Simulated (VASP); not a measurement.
# PbO2 (R-3m) in VASP: further runs

PbO2 is run at these levels: PBE; tasks: single point.

All numbers are computed with VASP 6.6.1; they aren't measurements. Logs are shortened: lines on timing, memory, paths and dates and some standing lists are left out, and cuts for length are marked.

**1. The cell of the first run**

The structure is trigonal, space group R-3m (No. 166). Conventional cell: a = 3.461 Å, b = 3.461 Å, c = 12.504 Å, α = 90.00°, β = 90.00°, γ = 120.00°. Within 3.0 Å of Pb (site symmetry -3m) lie 6 O at 2.24 Å. O (site symmetry 3m) has 3 Pb at 2.24 Å and 6 O at 2.85 to 2.92 Å within 3.0 Å.

**2. Single point, PBE (volume scaled by 0.945)**

INCAR

```
SYSTEM = PbO2
ALGO = Normal
EDIFF = 1E-6
ENCUT = 520
GGA = PE
ISIF = 2
ISMEAR = 0
LASPH = .TRUE.
LCHARG = .FALSE.
LREAL = .FALSE.
LWAVE = .FALSE.
NBANDS = 20
NELM = 80
PREC = Accurate
SIGMA = 0.05
```

KPOINTS

```
k-points
0
G
  12 12 12
  0 0 0
```

POSCAR

```
PbO2
1.0
    1.7304470571      0.9990740742      4.1679069305
   -1.7304470571      0.9990740742      4.1679069305
    0.0000000000     -1.9981481485      4.1679069305
Pb O
1 2
Direct
    0.0000000000      0.0000000000      0.0000000000
    0.2520528639      0.2520528639      0.2520528639
    0.7479471361      0.7479471361      0.7479471361
```

Potentials or basis: VASP PAW PBE potentials, release 64 (Pb_d, O).

Run with:

```
cat potpaw_PBE.64/Pb_d/POTCAR potpaw_PBE.64/O/POTCAR > POTCAR
mpirun -np 1 vasp_std > vasp.out
```

OUTCAR:

```text
SYSTEM = PbO2
   EDIFF = 1E-6
   ENCUT = 520
   GGA = PE
   ISIF = 2
   ISMEAR = 0
   LASPH = .TRUE.
   LREAL = .FALSE.
   NELM = 80
   PREC = Accurate

 ion  position               nearest neighbor table
   1  0.000  0.000  0.000-   3 2.24   3 2.24   2 2.24   2 2.24   3 2.24   2 2.24
   2  0.252  0.252  0.252-   1 2.24   1 2.24   1 2.24
   3  0.748  0.748  0.748-   1 2.24   1 2.24   1 2.24

  LATTYP: Found a trigonal (rhomboedric) cell.
 ALAT       =     4.6221255072
 COS(alpha) =     0.7196741414

  Lattice vectors:

 A1 = (   1.7304470571,   0.9990740742,   4.1679069305)
 A2 = (  -1.7304470571,   0.9990740742,   4.1679069305)
 A3 = (   0.0000000000,  -1.9981481485,   4.1679069305)

Analysis of symmetry for initial positions (statically):
=====================================================================
 Subroutine PRICEL returns:
 Original cell was already a primitive cell.

 Routine SETGRP: Setting up the symmetry group for a
 trigonal (rhombohedral) supercell.

 Subroutine GETGRP returns: Found 12 space group operations
 (whereof 12 operations were pure point group operations)
 out of a pool of 12 trial point group operations.

The static configuration has the point symmetry D_3d.

Analysis of symmetry for dynamics (positions and initial velocities):
=====================================================================
 Subroutine PRICEL returns:
 Original cell was already a primitive cell.

 Routine SETGRP: Setting up the symmetry group for a
 trigonal (rhombohedral) supercell.

 Subroutine GETGRP returns: Found 12 space group operations
 (whereof 12 operations were pure point group operations)
 out of a pool of 12 trial point group operations.

The dynamic configuration has the point symmetry D_3d.

 Subroutine INISYM returns: Found 12 space group operations
 (whereof 12 operations are pure point group operations),
 and found     1 'primitive' translations

----------------------------------------------------------------------------------------

                                     Primitive cell

  volume of cell :      43.2340

  direct lattice vectors                    reciprocal lattice vectors
     1.730447057  0.999074074  4.167906931     0.288942674  0.166821131  0.079976194
    -1.730447057  0.999074074  4.167906931    -0.288942674  0.166821131  0.079976194
     0.000000000 -1.998148149  4.167906931     0.000000000 -0.333642261  0.079976194

  length of vectors
     4.622125507  4.622125507  4.622125507     0.343093792  0.343093792  0.343093792

  position of ions in fractional coordinates (direct lattice)
     0.000000000  0.000000000  0.000000000
     0.252052864  0.252052864  0.252052864
     0.747947136  0.747947136  0.747947136

  ion indices of the primitive-cell ions
   primitive index   ion index
                 1           1
                 2           2
                 3           3

----------------------------------------------------------------------------------------

 KPOINTS: k-points

Automatic generation of k-mesh.
 Grid dimensions read from file:
 generate k-points for:   12   12   12

 Generating k-lattice:

  Cartesian coordinates                     Fractional coordinates (reciprocal lattice)
     0.024078556  0.013901761  0.006664683     0.083333333 -0.000000000  0.000000000
    -0.024078556  0.013901761  0.006664683    -0.000000000  0.083333333  0.000000000
     0.000000000 -0.027803522  0.006664683    -0.000000000 -0.000000000  0.083333333

  Length of vectors
     0.028591149  0.028591149  0.028591149

  Shift w.r.t. Gamma in fractional coordinates (k-lattice)
     0.000000000  0.000000000  0.000000000

 Subroutine IBZKPT returns following result:
 ===========================================

 Found    189 irreducible k-points:

 Following reciprocal coordinates:
            Coordinates               Weight
  0.000000  0.000000  0.000000      1.000000
  0.083333  0.000000  0.000000      6.000000
  0.166667  0.000000  0.000000      6.000000
  0.250000  0.000000  0.000000      6.000000
  0.333333  0.000000  0.000000      6.000000
  0.416667  0.000000 -0.000000      6.000000
[... 16 lines left out ...]
  0.500000  0.166667  0.000000     12.000000
 -0.416667  0.166667  0.000000     12.000000
 [... further k-points ...]
   k-points           NKPTS =    189   k-points in BZ     NKDIM =    189   number of bands    NBANDS=     20
   number of dos      NEDOS =    301   number of ions     NIONS =      3
   total plane-waves  NPLWV =  46656
   dimension x,y,z NGX =    36 NGY =   36 NGZ =   36
   dimension x,y,z NGXF=    72 NGYF=   72 NGZF=   72
   ions per type =               1   2
   NGX,Y,Z   is equivalent  to a cutoff of  12.95, 12.95, 12.95 a.u.
   NGXF,Y,Z  is equivalent  to a cutoff of  25.90, 25.90, 25.90 a.u.
 SYSTEM =  PbO2
   PREC   = accura    normal or accurate (medium, high low for compatibility)
   ISTART =      0    job   : 0-new  1-cont  2-samecut
   ICHARG =      2    charge: 1-file 2-atom 10-const
   ISPIN  =      1    spin polarized calculation?
   LNONCOLLINEAR =      F non collinear calculations
   LSORBIT =      F    spin-orbit coupling
   LASPH  =      T    aspherical Exc in radial PAW
   ENCUT  =  520.0 eV  38.22 Ry    6.18 a.u.   8.59  8.59  8.59*2*pi/ulx,y,z
   NELM   =     80;   NELMIN=  2; NELMDL= -5     # of ELM steps
   EDIFF  = 0.1E-05   stopping-criterion for ELM
   LREAL  =      F    real-space projection
   EDIFFG = 0.1E-04   stopping-criterion for IOM
   NSW    =      0    number of steps for IOM
   IBRION =     -1    ionic relax: 0-MD 1-quasi-New 2-CG
   NFREE  =      0    steps in history (QN), initial steepest desc. (CG)
   ISIF   =      2    stress and relaxation
   ISYM   =      2    0-nonsym 1-usesym 2-fastsym
   POTIM  = 0.5000    time-step for ionic-motion
   TEBEG  =    0.0;   TEEND  =   0.0 temperature during run
   PSTRESS=    0.0 pullay stress
   NELECT =      26.0000    total number of electrons
   NUPDOWN=      -1.0000    fix difference up-down
   EMIN   =  10.00;   EMAX   =-10.00  energy-range for DOS
   EFERMI =   0.00;   METHOD = LEGACY
   ISMEAR =     0;   SIGMA  =   0.05  broadening in eV -4-tet -1-fermi 0-gaus
   EFERMI_NEDOS =   21; number of points for ismear=-14 and -15
   IALGO  =     38    algorithm
   IMIX   =      4    mixing-type and parameters
     AMIX     =   0.40;   BMIX     =  1.00
     AMIX_MAG =   1.60;   BMIX_MAG =  1.00
  volume/ion in A,a.u.               =      14.41        97.25
  Fermi-wavevector in a.u.,A,eV,Ry     =   1.381839  2.611298 25.980049  1.909480
  Thomas-Fermi vector in A             =   2.506586
   LORBIT       =      0    0 simple, 1 ext, 2 COOP (PROOUT), +10 PAW based schemes
   GGA     = PE    functional components
   LHFCALC =     F    Hartree Fock is set to
   AEXX    =    0.0000 exact exchange contribution
   IVDW    =     0    specifies the selected vdW correction
   LEPSILON=     F    determine dielectric tensor
   LRPA    =     F    only Hartree local field effects (RPA)
 non-spin polarized calculation
 Gauss-broadening in eV      SIGMA  =   0.05
  energy-cutoff  :      520.00
  volume of cell :       43.23
 maximum number of plane-waves:      1185
   NGX = 17   NGY = 17   NGZ = 17

 number of electron      25.9999998 magnetization

 Free energy of the ion-electron system (eV)
  ---------------------------------------------------
  ext. energy  EPLUGINS =         0.00000000
  ---------------------------------------------------
  free energy    TOTEN  =       -15.67324953 eV

  energy without entropy =      -15.67315779  energy(sigma->0) =      -15.67320366

 E-fermi :   4.1923     XC(G=0): -10.5423

 val. band max:        4.1401618356   @ k =   0.4167   0.4167  -0.0000
 cond. band min:       4.5291034660   @ k =   0.0833   0.0833   0.0833
 fundamental gap:      0.3889416304
 Fermi energy:         4.1923375881

 k-point     1 :       0.0000    0.0000    0.0000
  band No.  band energies     occupation
      1     -14.0362      2.00000
      2     -11.8345      2.00000
      3     -11.3493      2.00000
      4     -11.3493      2.00000
      5     -11.1185      2.00000
      6     -11.0501      2.00000
[... 12 lines left out ...]
     19      20.6891      0.00000
     20      20.7148      0.00000

 k-point     2 :       0.0833    0.0000    0.0000
  band No.  band energies     occupation
      1     -13.9699      2.00000
      2     -12.1759      2.00000
      3     -11.3292      2.00000
      4     -11.1384      2.00000
      5     -11.1066      2.00000
      6     -11.0516      2.00000
[... 12 lines left out ...]
     19      19.4251      0.00000
     20      20.6560      0.00000

 k-point     3 :       0.1667    0.0000    0.0000
  band No.  band energies     occupation
      1     -13.7910      2.00000
      2     -12.6090      2.00000
      3     -11.2779      2.00000
      4     -11.1387      2.00000
      5     -11.0794      2.00000
      6     -11.0509      2.00000
[... 12 lines left out ...]
     19      18.4276      0.00000
     20      20.5752      0.00000

 k-point     4 :       0.2500    0.0000    0.0000
  band No.  band energies     occupation
      1     -13.5948      2.00000
      2     -12.8871      2.00000
      3     -11.2253      2.00000
      4     -11.1719      2.00000
      5     -11.0493      2.00000
      6     -11.0304      2.00000
[... 12 lines left out ...]
     19      17.9148      0.00000
     20      20.6471      0.00000

 k-point     5 :       0.3333    0.0000    0.0000
  band No.  band energies     occupation
      1     -13.5983      2.00000
      2     -12.8235      2.00000
      3     -11.2128      2.00000
      4     -11.2024      2.00000
      5     -11.0228      2.00000
      6     -10.9775      2.00000
[... 12 lines left out ...]
     19      17.6938      0.00000
     20      19.8047      0.00000
[... 353 lines left out ...]
      6     -10.9917      2.00000
[... 12 lines left out ...]
     19      18.1641      0.00000
     20      19.6225      0.00000

 k-point    22 :       0.4167    0.1667    0.0000
  band No.  band energies     occupation
      1     -13.4584      2.00000
      2     -13.0556      2.00000
      3     -11.1816      2.00000
      4     -11.1271      2.00000
      5     -10.9788      2.00000
      6     -10.8291      2.00000
[... 12 lines left out ...]
     19      18.2762      0.00000
     20      19.1691      0.00000

 k-point    23 :       0.5000    0.1667    0.0000
  band No.  band energies     occupation
      1     -13.5806      2.00000
      2     -12.9042      2.00000
      3     -11.2034      2.00000
      4     -11.0859      2.00000
      5     -10.9869      2.00000
      6     -10.6526      2.00000
[... 12 lines left out ...]
     19      18.1407      0.00000
     20      19.2746      0.00000

 k-point    24 :      -0.4167    0.1667    0.0000
  band No.  band energies     occupation
      1     -13.6166      2.00000
      2     -12.8608      2.00000
      3     -11.2118      2.00000
      4     -11.0506      2.00000
      5     -11.0135      2.00000
      6     -10.5862      2.00000
[... 12 lines left out ...]
     19      17.8966      0.00000
     20      19.3638      0.00000

 [... further k-points ...]
[... 5 lines left out ...]
  --------------------------------------------------------------------------------------
  -------------------------------------------------------------------------------------
  Total        0.4506259      0.4506259      0.3252028      0.0000000     -0.0000000      0.0000000
  in kB       16.6994222     16.6994222     12.0514587      0.0000000     -0.0000000      0.0000000
  external PRESSURE =      15.1501010 kB  Pullay stress =       0.0000000 kB

 VOLUME and BASIS-vectors are now :
 -----------------------------------------------------------------------------
  energy-cutoff  :      520.00
  volume of cell :       43.23
      direct lattice vectors                 reciprocal lattice vectors
     1.730447057  0.999074074  4.167906931     0.288942674  0.166821131  0.079976194
    -1.730447057  0.999074074  4.167906931    -0.288942674  0.166821131  0.079976194
     0.000000000 -1.998148149  4.167906931     0.000000000 -0.333642261  0.079976194

 POSITION                                       TOTAL-FORCE (eV/Angst)
 -----------------------------------------------------------------------------------
      0.00000      0.00000      0.00000         0.000000      0.000000     -0.000000
      0.00000     -0.00000      3.15160         0.000000      0.000000     -0.034205
      0.00000     -0.00000      9.35212         0.000000     -0.000000      0.034205
 -----------------------------------------------------------------------------------
    total drift:                                0.000000     -0.000000      0.000000

  FREE ENERGIE OF THE ION-ELECTRON SYSTEM (eV)
  ---------------------------------------------------
  free  energy   TOTEN  =       -15.6732495300 eV

  energy  without entropy=      -15.6731577948  energy(sigma->0) =      -15.67320366
```

It took 2.4 min on 1 thread of Intel Xeon Platinum 8375C at 2.90GHz (Ice Lake), shared host; peak memory 0.31 GiB.

Results:

```yaml
Free_energy: -15.6732 eV
Pressure: 1.5 GPa
Largest_force: 0.034 eV/Å
Band_gap_on_the_k_mesh: zero (band 13 reaches 4.14 eV, above the bottom of band 14 at 4.11 eV)
```

Forces on the atoms (eV/Å):
```
Pb   0.000  0.000  0.000
O    0.000  0.000 -0.034
O    0.000  0.000  0.034
```

Stress tensor (GPa, compression positive):
```
1.67 0.00 0.00
0.00 1.67 0.00
0.00 0.00 1.21
```

Caveat: spin-orbit coupling is left out, which moves the levels of the heavy elements.

**3. Single point, PBE (volume scaled by 0.960)**

INCAR

```
SYSTEM = PbO2
PREC = Accurate
ENCUT = 520
EDIFF = 1E-6
ISMEAR = 0
SIGMA = 0.05
LREAL = .FALSE.
LASPH = .TRUE.
NELM = 80
ALGO = Normal
ISIF = 2
LWAVE = .FALSE.
LCHARG = .TRUE.
GGA = PE
LELF = .TRUE.
LVHAR = .TRUE.
NBANDS = 20
```

KPOINTS

```
Automatic mesh
0
G
  12 12 12
  0 0 0
```

POSCAR

```
PbO2
1.0
    1.7275144750      0.9973809472      4.2484516518
   -1.7275144750      0.9973809472      4.2484516518
    0.0000000000     -1.9947618944      4.2484516518
Pb O
1 2
Direct
    0.0000000000      0.0000000000      0.0000000000
    0.2529994858      0.2529994858      0.2529994858
    0.7470005142      0.7470005142      0.7470005142
```

Potentials or basis: VASP PAW PBE potentials, release 64 (Pb_d, O).

Run with:

```
cat potpaw_PBE.64/Pb_d/POTCAR potpaw_PBE.64/O/POTCAR > POTCAR
mpirun -np 1 vasp_std > vasp.out
```

Wall time 2.7 min (1 thread of Intel Xeon Platinum 8375C at 2.90GHz (Ice Lake), shared host); peak memory 0.31 GiB.

The run converged. Its results:

```yaml
Free_energy: -15.6772 eV
Pressure: 1.1 GPa
Largest_force: 0.031 eV/Å
Band_gap_on_the_k_mesh: zero (band 13 reaches 3.93 eV, above the bottom of band 14 at 3.89 eV)
```

Forces on the atoms (eV/Å):
```
Pb   0.000  0.000  0.000
O    0.000  0.000 -0.031
O    0.000  0.000  0.031
```

Stress tensor (GPa, compression positive):
```
1.28 0.00 0.00
0.00 1.28 0.00
0.00 0.00 0.78
```

Levels at points of the mesh, in eV from the Fermi level:
| k point | band 10 | band 11 | band 12 | band 13 | band 14 | band 15 | band 16 | band 17 |
| --- | --- | --- | --- | --- | --- | --- | --- | --- |
| (0.00, 0.00, 0.00) | -1.47 | -0.94 | -0.94 | -0.16 | -0.09 | 5.02 | 9.63 | 9.63 |
| (0.50, 0.00, 0.00) | -2.83 | -1.90 | -0.97 | -0.81 | 3.03 | 7.17 | 8.59 | 11.27 |
| (0.50, 0.50, 0.00) | -3.21 | -0.95 | -0.34 | -0.06 | 2.55 | 5.94 | 9.58 | 10.31 |
| (0.50, 0.50, 0.50) | -1.75 | -1.75 | -0.73 | -0.73 | 2.04 | 5.18 | 10.19 | 10.19 |

Caveat: spin-orbit coupling is left out, which moves the levels of the heavy elements.
